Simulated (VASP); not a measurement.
# CdS (Fm-3m) in VASP: notebook

Runs on CdS. Level: r2SCAN. Tasks: single point.

Everything below comes from runs of VASP 6.6.1. Logs are shortened: lines on timing, memory, paths and dates and some standing lists are left out, and cuts for length are marked.

### 1 The cell of the first run

It takes space group Fm-3m (No. 225, cubic). Conventional cell: a = 5.216 Å, b = 5.216 Å, c = 5.216 Å, α = 90.00°, β = 90.00°, γ = 90.00°. Cd (site symmetry m-3m) has 6 S at 2.61 Å within 3.4 Å. S (site symmetry m-3m) has 6 Cd at 2.61 Å within 3.4 Å.

### 2 Single point, r2SCAN

The input, POSCAR:

```
CdS
1.0
    2.6077732568      2.6077732568      0.0000000000
   -2.6077732568      2.6077732568      0.0000000000
    0.0000000000      2.6077732568      2.6077732568
Cd S
1 1
Direct
    0.0000000000      0.0000000000      0.0000000000
    0.5000000000      0.5000000000      0.0000000000
```

The input, INCAR.step1:

```
  PREC = Accurate
  ENCUT = 520
  ISMEAR = 0
  SIGMA = 0.01
  LREAL = False
  LASPH = True
  NELM = 100
  NBANDS = 16
  GGA = PE
  ALGO = Normal
  EDIFF = 1E-4
  LWAVE = True
  LCHARG = False
```

The input, INCAR.step2:

```
  PREC = Accurate
  ENCUT = 520
  EDIFF = 1E-6
  ISMEAR = 0
  SIGMA = 0.01
  LREAL = False
  LASPH = True
  NELM = 100
  ALGO = Normal
  ISIF = 2
  LWAVE = False
  LCHARG = False
  METAGGA = R2SCAN
  LMIXTAU = True
  NBANDS = 16
  ISTART = 1
```

The input, KPOINTS:

```
regular mesh
0
Gamma
  8 8 8
```

Potentials or basis: VASP PAW PBE potentials, release 64 (Cd, S).

Run with:

```console
$ cat potpaw_PBE.64/Cd/POTCAR potpaw_PBE.64/S/POTCAR > POTCAR
$ cp INCAR.step1 INCAR
$ mpirun -np 1 vasp_std > vasp.out
$ cp INCAR.step2 INCAR
$ mpirun -np 1 vasp_std > vasp.out
```

OUTCAR:

```text
PREC = Accurate
   ENCUT = 520
   EDIFF = 1E-6
   ISMEAR = 0
   LREAL = False
   LASPH = True
   NELM = 100
   ISIF = 2
   METAGGA = R2SCAN
   ISTART = 1

 ion  position               nearest neighbor table
   1  0.000  0.000  0.000-   2 2.61   2 2.61   2 2.61   2 2.61   2 2.61   2 2.61
   2  0.500  0.500  0.000-   1 2.61   1 2.61   1 2.61   1 2.61   1 2.61   1 2.61

  LATTYP: Found a face centered cubic cell.
 ALAT       =     5.2155465136

  Lattice vectors:

 A1 = (   0.0000000000,   2.6077732568,   2.6077732568)
 A2 = (   2.6077732568,   0.0000000000,   2.6077732568)
 A3 = (   2.6077732568,   2.6077732568,   0.0000000000)

Analysis of symmetry for initial positions (statically):
=====================================================================
 Subroutine PRICEL returns:
 Original cell was already a primitive cell.

 Routine SETGRP: Setting up the symmetry group for a
 face centered cubic supercell.

 Subroutine GETGRP returns: Found 48 space group operations
 (whereof 48 operations were pure point group operations)
 out of a pool of 48 trial point group operations.

The static configuration has the point symmetry O_h .

Analysis of symmetry for dynamics (positions and initial velocities):
=====================================================================
 Subroutine PRICEL returns:
 Original cell was already a primitive cell.

 Routine SETGRP: Setting up the symmetry group for a
 face centered cubic supercell.

 Subroutine GETGRP returns: Found 48 space group operations
 (whereof 48 operations were pure point group operations)
 out of a pool of 48 trial point group operations.

The dynamic configuration has the point symmetry O_h .

 Subroutine INISYM returns: Found 48 space group operations
 (whereof 48 operations are pure point group operations),
 and found     1 'primitive' translations

----------------------------------------------------------------------------------------

                                     Primitive cell

  volume of cell :      35.4682

  direct lattice vectors                    reciprocal lattice vectors
     2.607773257  2.607773257  0.000000000     0.191734461  0.191734461 -0.191734461
    -2.607773257  2.607773257  0.000000000    -0.191734461  0.191734461 -0.191734461
     0.000000000  2.607773257  2.607773257     0.000000000  0.000000000  0.383468922

  length of vectors
     3.687948307  3.687948307  3.687948307     0.332093828  0.332093828  0.383468922

  position of ions in fractional coordinates (direct lattice)
     0.000000000  0.000000000  0.000000000
     0.500000000  0.500000000  0.000000000

  ion indices of the primitive-cell ions
   primitive index   ion index
                 1           1
                 2           2

----------------------------------------------------------------------------------------

 KPOINTS: regular mesh

Automatic generation of k-mesh.
 Grid dimensions read from file:
 generate k-points for:    8    8    8

 Generating k-lattice:

  Cartesian coordinates                     Fractional coordinates (reciprocal lattice)
     0.023966808  0.023966808 -0.023966808     0.125000000  0.000000000  0.000000000
    -0.023966808  0.023966808 -0.023966808     0.000000000  0.125000000  0.000000000
     0.000000000  0.000000000  0.047933615     0.000000000  0.000000000  0.125000000

  Length of vectors
     0.041511729  0.041511729  0.047933615

  Shift w.r.t. Gamma in fractional coordinates (k-lattice)
     0.000000000  0.000000000  0.000000000

 Subroutine IBZKPT returns following result:
 ===========================================

 Found     29 irreducible k-points:

 Following reciprocal coordinates:
            Coordinates               Weight
  0.000000  0.000000  0.000000      1.000000
  0.125000  0.000000  0.000000      8.000000
  0.250000  0.000000  0.000000      8.000000
  0.375000  0.000000  0.000000      8.000000
  0.500000  0.000000  0.000000      4.000000
  0.125000  0.125000  0.000000     12.000000
[... 16 lines left out ...]
  0.375000  0.250000  0.125000     48.000000
  0.500000  0.250000  0.125000     24.000000
 [... further k-points ...]
   k-points           NKPTS =     29   k-points in BZ     NKDIM =     29   number of bands    NBANDS=     16
   number of dos      NEDOS =    301   number of ions     NIONS =      2
   total plane-waves  NPLWV =  21952
   dimension x,y,z NGX =    28 NGY =   28 NGZ =   28
   dimension x,y,z NGXF=    56 NGYF=   56 NGZF=   56
   ions per type =               1   1
   NGX,Y,Z   is equivalent  to a cutoff of  12.62, 12.62, 12.62 a.u.
   NGXF,Y,Z  is equivalent  to a cutoff of  25.24, 25.24, 25.24 a.u.
 SYSTEM =  unknown system
   PREC   = accura    normal or accurate (medium, high low for compatibility)
   ISTART =      1    job   : 0-new  1-cont  2-samecut
   ICHARG =      0    charge: 1-file 2-atom 10-const
   ISPIN  =      1    spin polarized calculation?
   LNONCOLLINEAR =      F non collinear calculations
   LSORBIT =      F    spin-orbit coupling
   LASPH  =      T    aspherical Exc in radial PAW
   ENCUT  =  520.0 eV  38.22 Ry    6.18 a.u.   6.86  6.86  6.86*2*pi/ulx,y,z
   NELM   =    100;   NELMIN=  2; NELMDL=  0     # of ELM steps
   EDIFF  = 0.1E-05   stopping-criterion for ELM
   LREAL  =      F    real-space projection
   EDIFFG = 0.1E-04   stopping-criterion for IOM
   NSW    =      0    number of steps for IOM
   IBRION =     -1    ionic relax: 0-MD 1-quasi-New 2-CG
   NFREE  =      0    steps in history (QN), initial steepest desc. (CG)
   ISIF   =      2    stress and relaxation
   ISYM   =      2    0-nonsym 1-usesym 2-fastsym
   POTIM  = 0.5000    time-step for ionic-motion
   TEBEG  =    0.0;   TEEND  =   0.0 temperature during run
   PSTRESS=    0.0 pullay stress
   NELECT =      18.0000    total number of electrons
   NUPDOWN=      -1.0000    fix difference up-down
   EMIN   =  10.00;   EMAX   =-10.00  energy-range for DOS
   EFERMI =   0.00;   METHOD = LEGACY
   ISMEAR =     0;   SIGMA  =   0.01  broadening in eV -4-tet -1-fermi 0-gaus
   EFERMI_NEDOS =   21; number of points for ismear=-14 and -15
   IALGO  =     38    algorithm
   IMIX   =      4    mixing-type and parameters
     AMIX     =   0.40;   BMIX     =  1.00
     AMIX_MAG =   1.60;   BMIX_MAG =  1.00
  volume/ion in A,a.u.               =      17.73       119.68
  Fermi-wavevector in a.u.,A,eV,Ry     =   1.305828  2.467656 23.200460  1.705186
  Thomas-Fermi vector in A             =   2.436671
   LORBIT       =      0    0 simple, 1 ext, 2 COOP (PROOUT), +10 PAW based schemes
   METAGGA = R2SCAN    functional components
   LHFCALC =     F    Hartree Fock is set to
   AEXX    =    0.0000 exact exchange contribution
   IVDW    =     0    specifies the selected vdW correction
   LEPSILON=     F    determine dielectric tensor
   LRPA    =     F    only Hartree local field effects (RPA)
 non-spin polarized calculation
 Gauss-broadening in eV      SIGMA  =   0.01
  energy-cutoff  :      520.00
  volume of cell :       35.47
 maximum number of plane-waves:       982
   NGX = 13   NGY = 13   NGZ = 13

 number of electron      17.9999997 magnetization

 Free energy of the ion-electron system (eV)
  ---------------------------------------------------
  ext. energy  EPLUGINS =         0.00000000
  ---------------------------------------------------
  free energy    TOTEN  =       -29.29267167 eV

  energy without entropy =      -29.29267167  energy(sigma->0) =      -29.29267167

 E-fermi :   4.3204     XC(G=0): -11.7411

 val. band max:        4.2348067700   @ k =   0.5000   0.0000   0.0000
 cond. band min:       4.9148101699   @ k =   0.5000   0.5000   0.0000
 fundamental gap:      0.6800033999
 Fermi energy:         4.3203866722

 k-point     1 :       0.0000    0.0000    0.0000
  band No.  band energies     occupation
      1     -10.2231      2.00000
      2      -4.0191      2.00000
      3      -4.0191      2.00000
      4      -4.0111      2.00000
      5      -4.0111      2.00000
      6      -4.0111      2.00000
[... 8 lines left out ...]
     15      17.4951      0.00000
     16      17.4951      0.00000

 k-point     2 :       0.1250    0.0000    0.0000
  band No.  band energies     occupation
      1     -10.0485      2.00000
      2      -4.0973      2.00000
      3      -4.0973      2.00000
      4      -4.0399      2.00000
      5      -3.9686      2.00000
      6      -3.9685      2.00000
[... 8 lines left out ...]
     15      15.5428      0.00000
     16      16.7479      0.00000

 k-point     3 :       0.2500    0.0000    0.0000
  band No.  band energies     occupation
      1      -9.5723      2.00000
      2      -4.2785      2.00000
      3      -4.2785      2.00000
      4      -4.1482      2.00000
      5      -3.8613      2.00000
      6      -3.8613      2.00000
[... 8 lines left out ...]
     15      15.8498      0.00000
     16      16.4704      0.00000

 k-point     4 :       0.3750    0.0000    0.0000
  band No.  band energies     occupation
      1      -8.9774      2.00000
      2      -4.4476      2.00000
      3      -4.4476      2.00000
      4      -4.3725      2.00000
      5      -3.7511      2.00000
      6      -3.7511      2.00000
[... 8 lines left out ...]
     15      17.1513      0.00000
     16      17.1513      0.00000

 k-point     5 :       0.5000    0.0000    0.0000
  band No.  band energies     occupation
      1      -8.6717      2.00000
      2      -4.5388      2.00000
      3      -4.5146      2.00000
      4      -4.5146      2.00000
      5      -3.7045      2.00000
      6      -3.7045      2.00000
[... 8 lines left out ...]
     15      18.0518      0.00000
     16      18.0518      0.00000

 k-point     6 :       0.1250    0.1250    0.0000
  band No.  band energies     occupation
      1      -9.7818      2.00000
      2      -4.2408      2.00000
      3      -4.1741      2.00000
      4      -4.0674      2.00000
      5      -3.9433      2.00000
      6      -3.8673      2.00000
[... 8 lines left out ...]
     15      16.6968      0.00000
     16      17.9918      0.00000

 k-point     7 :       0.2500    0.1250    0.0000
  band No.  band energies     occupation
      1      -9.2889      2.00000
      2      -4.3946      2.00000
      3      -4.3521      2.00000
      4      -4.1306      2.00000
      5      -3.8511      2.00000
      6      -3.7460      2.00000
[... 8 lines left out ...]
     15      17.8950      0.00000
     16      18.1263      0.00000

 k-point     8 :       0.3750    0.1250    0.0000
  band No.  band energies     occupation
      1      -8.8164      2.00000
      2      -4.4733      2.00000
      3      -4.4729      2.00000
      4      -4.2516      2.00000
      5      -3.7454      2.00000
      6      -3.6799      2.00000
[... 8 lines left out ...]
     15      17.7167      0.00000
     16      19.2500      0.00000

 k-point     9 :       0.5000    0.1250    0.0000
  band No.  band energies     occupation
      1      -8.7390      2.00000
      2      -4.4315      2.00000
      3      -4.4256      2.00000
      4      -4.3600      2.00000
      5      -3.7055      2.00000
      6      -3.6952      2.00000
[... 8 lines left out ...]
     15      18.2363      0.00000
     16      19.3930      0.00000
[... 172 lines left out ...]
 k-point    19 :       0.5000    0.3750    0.0000
  band No.  band energies     occupation
      1      -9.0025      2.00000
      2      -4.2249      2.00000
      3      -3.9653      2.00000
      4      -3.7277      2.00000
      5      -3.6351      2.00000
      6      -3.0418      2.00000
[... 8 lines left out ...]
     15      19.4343      0.00000
     16      20.6623      0.00000

 k-point    20 :      -0.3750    0.3750    0.0000
  band No.  band energies     occupation
      1      -9.1304      2.00000
      2      -4.2163      2.00000
      3      -3.8822      2.00000
      4      -3.6934      2.00000
      5      -3.6933      2.00000
      6      -3.6826      2.00000
[... 8 lines left out ...]
     15      19.2977      0.00000
     16      21.4074      0.00000

 k-point    21 :       0.5000    0.5000    0.0000
  band No.  band energies     occupation
      1      -9.0479      2.00000
      2      -4.2513      2.00000
      3      -3.8585      2.00000
      4      -3.6088      2.00000
      5      -3.6088      2.00000
      6      -2.5611      2.00000
[... 8 lines left out ...]
     15      19.8168      0.00000
     16      19.8168      0.00000

 k-point    22 :       0.2500    0.2500    0.1250
  band No.  band energies     occupation
      1      -9.3070      2.00000
      2      -4.3812      2.00000
      3      -4.1870      2.00000
      4      -4.1220      2.00000
      5      -3.8419      2.00000
      6      -3.7338      2.00000
[... 8 lines left out ...]
     15      18.4841      0.00000
     16      20.0095      0.00000

 k-point    23 :       0.3750    0.2500    0.1250
  band No.  band energies     occupation
      1      -8.9254      2.00000
      2      -4.3420      2.00000
      3      -4.3147      2.00000
      4      -4.1358      2.00000
      5      -3.7476      2.00000
      6      -3.6139      2.00000
[... 8 lines left out ...]
     15      19.2224      0.00000
     16      20.0192      0.00000

 k-point    24 :       0.5000    0.2500    0.1250
  band No.  band energies     occupation
      1      -8.7533      2.00000
      2      -4.4140      2.00000
      3      -4.2412      2.00000
      4      -4.1459      2.00000
      5      -3.6903      2.00000
      6      -3.5612      2.00000
[... 8 lines left out ...]
     15      18.2296      0.00000
     16      20.3139      0.00000

 [... further k-points ...]

------------------------ aborting loop because EDIFF is reached ----------------------------------------

  FORCE on cell =-STRESS in cart. coord.  units (eV):
  Direction    XX          YY          ZZ          XY          YZ          ZX
  --------------------------------------------------------------------------------------
  -------------------------------------------------------------------------------------
  Total        3.5174260      3.5174260      3.5174260      0.0000000      0.0000000      0.0000000
  in kB      158.8898224    158.8898224    158.8898224      0.0000000      0.0000000      0.0000000
  external PRESSURE =     158.8898224 kB  Pullay stress =       0.0000000 kB

 VOLUME and BASIS-vectors are now :
 -----------------------------------------------------------------------------
  energy-cutoff  :      520.00
  volume of cell :       35.47
      direct lattice vectors                 reciprocal lattice vectors
     2.607773257  2.607773257  0.000000000     0.191734461  0.191734461 -0.191734461
    -2.607773257  2.607773257  0.000000000    -0.191734461  0.191734461 -0.191734461
     0.000000000  2.607773257  2.607773257     0.000000000  0.000000000  0.383468922

 POSITION                                       TOTAL-FORCE (eV/Angst)
 -----------------------------------------------------------------------------------
      0.00000      0.00000      0.00000        -0.000000     -0.000000      0.000000
      0.00000      2.60777      0.00000         0.000000      0.000000      0.000000
 -----------------------------------------------------------------------------------
    total drift:                               -0.000000      0.000000     -0.000000

  FREE ENERGIE OF THE ION-ELECTRON SYSTEM (eV)
  ---------------------------------------------------
  free  energy   TOTEN  =       -29.2926716671 eV

  energy  without entropy=      -29.2926716671  energy(sigma->0) =      -29.29267167
```

It took 80 s on 1 thread of Intel Xeon Platinum 8259CL at 2.50GHz (Skylake/Cascade Lake), shared host; peak memory 0.17 GiB.

What came out:

```
Free energy            : -29.2927 eV
Pressure               : 15.9 GPa
Band gap on the k mesh : 0.68 eV (least direct gap 3.42 eV)
```

Caveat: the cell stands under pressure; the PAW data sets were made with another functional, which shifts forces and pressure a little. A k mesh can miss the band edges.

(Continued in part 2 of 2.)
